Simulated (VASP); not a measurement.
# BaTiO3 (P4mm) in VASP: further runs, part 3 of 3

VASP 6.6.1. The steps go on from the part before.

### Step 4. Single point, PBE (strain along c alone, the other axes held: +4.5 %, then relaxed in part)

INCAR

```
  PREC = Accurate
  ENCUT = 520
  EDIFF = 1E-6
  ISMEAR = 0
  SIGMA = 0.02
  LREAL = F
  LASPH = T
  NELM = 100
  ALGO = Normal
  ISIF = 2
  LWAVE = F
  LCHARG = F
  GGA = PE
  NBANDS = 28
```

KPOINTS

```
Automatic mesh
0
Gamma
  8 8 6
```

POSCAR

```
BaTiO3
1.0
    3.9854497974      0.0000000000      0.0000000000
    0.0000000000      3.9854497974      0.0000000000
    0.0000000000      0.0000000000      4.3895043637
Ba Ti O
1 1 3
Direct
    0.5000000000      0.5000000000      0.6062226808
    0.0000000000      0.0000000000      0.1173612574
    0.0000000000      0.5000000000      0.0556440563
    0.5000000000      0.0000000000      0.0556440563
    0.0000000000      0.0000000000      0.5251249391
```

Potentials or basis: VASP PAW PBE potentials, release 64 (Ba_sv, Ti_sv, O).

Command:

```sh
> cat potpaw_PBE.64/Ba_sv/POTCAR potpaw_PBE.64/Ti_sv/POTCAR potpaw_PBE.64/O/POTCAR > POTCAR
> mpirun -np 1 vasp_std > vasp.out
```

OUTCAR:

```text
PREC = Accurate
   ENCUT = 520
   EDIFF = 1E-6
   ISMEAR = 0
   LREAL = F
   LASPH = T
   NELM = 100
   ISIF = 2
   GGA = PE

 ion  position               nearest neighbor table
   1  0.500  0.500  0.606-   3 2.80   4 2.80   4 2.80   3 2.80   5 2.84   5 2.84   5 2.84   5 2.84
                             3 3.13   4 3.13   3 3.13   4 3.13   2 3.54   2 3.54   2 3.54   2 3.54
   2  0.000  0.000  0.117-   5 1.79   4 2.01   3 2.01   3 2.01   4 2.01   1 3.54   1 3.54   1 3.54
                             1 3.54   1 3.60   1 3.60   1 3.60   1 3.60
   3  0.000  0.500  0.056-   2 2.01   2 2.01   1 2.80   1 2.80   1 3.13   1 3.13
   4  0.500  0.000  0.056-   2 2.01   2 2.01   1 2.80   1 2.80   1 3.13   1 3.13
   5  0.000  0.000  0.525-   2 1.79   1 2.84   1 2.84   1 2.84   1 2.84

  LATTYP: Found a simple tetragonal cell.
 ALAT       =     3.9854497974
 C/A-ratio  =     1.1013824253

  Lattice vectors:

 A1 = (   3.9854497974,   0.0000000000,   0.0000000000)
 A2 = (   0.0000000000,   3.9854497974,   0.0000000000)
 A3 = (   0.0000000000,   0.0000000000,   4.3895043637)

Analysis of symmetry for initial positions (statically):
=====================================================================
 Subroutine PRICEL returns:
 Original cell was already a primitive cell.

 Routine SETGRP: Setting up the symmetry group for a
 simple tetragonal supercell.

 Subroutine GETGRP returns: Found  8 space group operations
 (whereof  8 operations were pure point group operations)
 out of a pool of 16 trial point group operations.

The static configuration has the point symmetry C_4v.

Analysis of symmetry for dynamics (positions and initial velocities):
=====================================================================
 Subroutine PRICEL returns:
 Original cell was already a primitive cell.

 Routine SETGRP: Setting up the symmetry group for a
 simple tetragonal supercell.

 Subroutine GETGRP returns: Found  8 space group operations
[... 130 lines left out ...]
  volume/ion in A,a.u.               =      13.94        94.10
  Fermi-wavevector in a.u.,A,eV,Ry     =   1.360311  2.570614 25.176834  1.850445
  Thomas-Fermi vector in A             =   2.486984
   LORBIT       =      0    0 simple, 1 ext, 2 COOP (PROOUT), +10 PAW based schemes
   GGA     = PE    functional components
   LHFCALC =     F    Hartree Fock is set to
   AEXX    =    0.0000 exact exchange contribution
   IVDW    =     0    specifies the selected vdW correction
   LEPSILON=     F    determine dielectric tensor
   LRPA    =     F    only Hartree local field effects (RPA)
 non-spin polarized calculation
 Gauss-broadening in eV      SIGMA  =   0.02
  energy-cutoff  :      520.00
  volume of cell :       69.72
 maximum number of plane-waves:      1905
 NGX is ok and might be reduce to    30
   NGX = 15   NGY = 15   NGZ = 17

 number of electron      39.9999979 magnetization

 Free energy of the ion-electron system (eV)
  ---------------------------------------------------
  ext. energy  EPLUGINS =         0.00000000
  ---------------------------------------------------
  free energy    TOTEN  =       -40.02935736 eV

  energy without entropy =      -40.02935736  energy(sigma->0) =      -40.02935736

 E-fermi :   3.6604     XC(G=0): -10.7725

 val. band max:        3.5518883207   @ k =   0.5000   0.5000   0.5000
 cond. band min:       5.3381195689   @ k =   0.0000   0.0000   0.0000
 fundamental gap:      1.7862312482
 Fermi energy:         3.6603636303

 k-point     1 :       0.0000    0.0000    0.0000
  band No.  band energies     occupation
      1     -53.1872      2.00000
      2     -29.5734      2.00000
      3     -29.3689      2.00000
      4     -29.3689      2.00000
      5     -21.9212      2.00000
      6     -13.4982      2.00000
[... 733 lines left out ...]
     27      10.9094      0.00000
     28      11.2030      0.00000

 [... further k-points ...]

------------------------ aborting loop because EDIFF is reached ----------------------------------------

  FORCE on cell =-STRESS in cart. coord.  units (eV):
  Direction    XX          YY          ZZ          XY          YZ          ZX
  --------------------------------------------------------------------------------------
  -------------------------------------------------------------------------------------
  Total       -0.7330193     -0.7330193     -0.5578379      0.0000000      0.0000000      0.0000000
  in kB      -16.8444112    -16.8444112    -12.8188305      0.0000000      0.0000000      0.0000000
  external PRESSURE =     -15.5025510 kB  Pullay stress =       0.0000000 kB

 VOLUME and BASIS-vectors are now :
 -----------------------------------------------------------------------------
  energy-cutoff  :      520.00
  volume of cell :       69.72
      direct lattice vectors                 reciprocal lattice vectors
     3.985449797  0.000000000  0.000000000     0.250912708  0.000000000  0.000000000
     0.000000000  3.985449797  0.000000000     0.000000000  0.250912708  0.000000000
     0.000000000  0.000000000  4.389504364     0.000000000  0.000000000  0.227816154

 POSITION                                       TOTAL-FORCE (eV/Angst)
 -----------------------------------------------------------------------------------
      1.99272      1.99272      2.66102        -0.000000     -0.000000     -0.073742
      0.00000      0.00000      0.51516         0.000000      0.000000     -0.094811
      0.00000      1.99272      0.24425        -0.000000     -0.000000      0.039231
      1.99272      0.00000      0.24425        -0.000000     -0.000000      0.039231
      0.00000      0.00000      2.30504        -0.000000     -0.000000      0.090091
 -----------------------------------------------------------------------------------
    total drift:                                0.000000     -0.000000     -0.000616

  FREE ENERGIE OF THE ION-ELECTRON SYSTEM (eV)
  ---------------------------------------------------
  free  energy   TOTEN  =       -40.0293573641 eV

  energy  without entropy=      -40.0293573641  energy(sigma->0) =      -40.02935736
```

Wall time 65 s (1 thread of Intel Xeon 6975P-C (Granite Rapids), shared host); peak memory 0.26 GiB.

Results:

| Property | Result |
| --- | --- |
| Free energy | -40.0294 eV |
| Pressure | -1.6 GPa |
| Largest force | 0.095 eV/Å |
| Band gap on the k mesh | 1.79 eV (least direct gap 2.45 eV) |

Forces on the atoms (eV/Å):
```
Ba   0.000  0.000 -0.074
Ti   0.000  0.000 -0.095
O    0.000  0.000  0.039
O    0.000  0.000  0.039
O    0.000  0.000  0.090
```

Stress tensor (GPa, compression positive):
```
-1.68  0.00  0.00
 0.00 -1.68  0.00
 0.00  0.00 -1.28
```

Caveat: the cell differs from its parent crystal (strain along c alone, the other axes held: +4.5 %, then relaxed in part); spin-orbit coupling is left out, which moves the levels of the heavy elements. A k mesh can miss the band edges.

### Step 5. Single point, PBE

This run uses another cell than the first one, of 13.34 Å³/atom.

INCAR

```
PREC = Accurate ; ENCUT = 520
EDIFF = 1E-7 ; ISMEAR = 0
SIGMA = 0.02 ; LREAL = False
LASPH = True ; NELM = 80
ALGO = Normal ; ISIF = 2
LWAVE = False ; LCHARG = True
GGA = PE ; LELF = True
LVHAR = True ; NBANDS = 28
```

KPOINTS

```
regular mesh
0
Gamma
  8 8 8
```

POSCAR

```
BaTiO3
1.0
    3.9854497974      0.0000000000      0.0000000000
    0.0000000000      3.9854497974      0.0000000000
    0.0000000000      0.0000000000      4.2004826447
Ba Ti O
1 1 3
Direct
    0.5000000000      0.5000000000      0.5912757143
    0.0000000000      0.0000000000      0.1084227174
    0.0000000000      0.5000000000      0.0602445497
    0.5000000000      0.0000000000      0.0602445497
    0.0000000000      0.0000000000      0.5398094588
```

Command:

```sh
> cat potpaw_PBE.64/Ba_sv/POTCAR potpaw_PBE.64/Ti_sv/POTCAR potpaw_PBE.64/O/POTCAR > POTCAR
> mpirun -np 1 vasp_std > vasp.out
```

It took 82 s on 1 thread of Intel Xeon 6975P-C (Granite Rapids), shared host; peak memory 0.27 GiB.

Results (log left out):

| Item | Value |
| --- | --- |
| Free energy | -40.0402 eV |
| Pressure | 1.6 GPa |
| Largest force | 0.083 eV/Å |
| Band gap on the k mesh | 1.79 eV (least direct gap 2.35 eV) |

Forces on the atoms (eV/Å):
```
Ba   0.000  0.000 -0.050
Ti   0.000  0.000 -0.082
O    0.000  0.000  0.024
O    0.000  0.000  0.024
O    0.000  0.000  0.083
```

Stress tensor (GPa, compression positive):
```
1.58 0.00 0.00
0.00 1.58 0.00
0.00 0.00 1.66
```

Levels at points of the mesh, in eV from the valence-band top:
```
           k point  band 16  band 17  band 18  band 19  band 20  band 21  band 22  band 23  band 24  band 25
(0.00, 0.00, 0.00)    -1.74    -1.33    -0.93    -0.57    -0.57     1.79     2.43     2.43     4.00     4.21
(0.50, 0.00, 0.00)    -1.99    -1.97    -1.72    -1.59    -1.34     2.51     3.42     3.53     4.08     5.48
(0.50, 0.50, 0.00)    -2.99    -2.04    -1.17    -1.17    -0.06     3.56     3.56     3.90     4.09     7.42
(0.00, 0.00, 0.50)    -2.18    -2.07    -2.00    -0.74    -0.74     1.91     3.43     3.43     4.01     5.83
(0.50, 0.00, 0.50)    -2.62    -1.86    -1.18    -1.09    -0.52     3.45     3.47     3.70     4.77     7.02
(0.50, 0.50, 0.50)    -2.64    -2.64    -0.46    -0.46     0.00     3.95     3.95     4.06     5.93     6.35
```

Caveat: spin-orbit coupling is left out, which moves the levels of the heavy elements. A k mesh can miss the band edges.

### Step 6. Overview

```tsv
cell	k mesh	gap on the mesh (eV)	pressure (GPa)	largest force (eV/Å)
a = 3.985, b = 3.985, c = 4.326 Å, 5 atoms, atomic positions A	8 × 8 × 6	1.78	-0.6	0.09
a = 3.985, b = 3.985, c = 4.390 Å, 5 atoms, atomic positions B	8 × 8 × 6	1.79	-1.6	0.09
a = 3.985, b = 3.985, c = 4.200 Å, 5 atoms, atomic positions C	8 × 8 × 8	1.79	1.6	0.08
```

Alike in all rows: task single point; level PBE; potentials or basis VASP PAW PBE potentials, release 64 (Ba_sv, Ti_sv, O); no spin polarisation; cutoff (eV) 520; smearing gaussian 0.02 eV.

Caveats: spin-orbit coupling is left out, which moves the levels of the heavy elements.

Absolute energies hang on the potentials; compare differences alone.
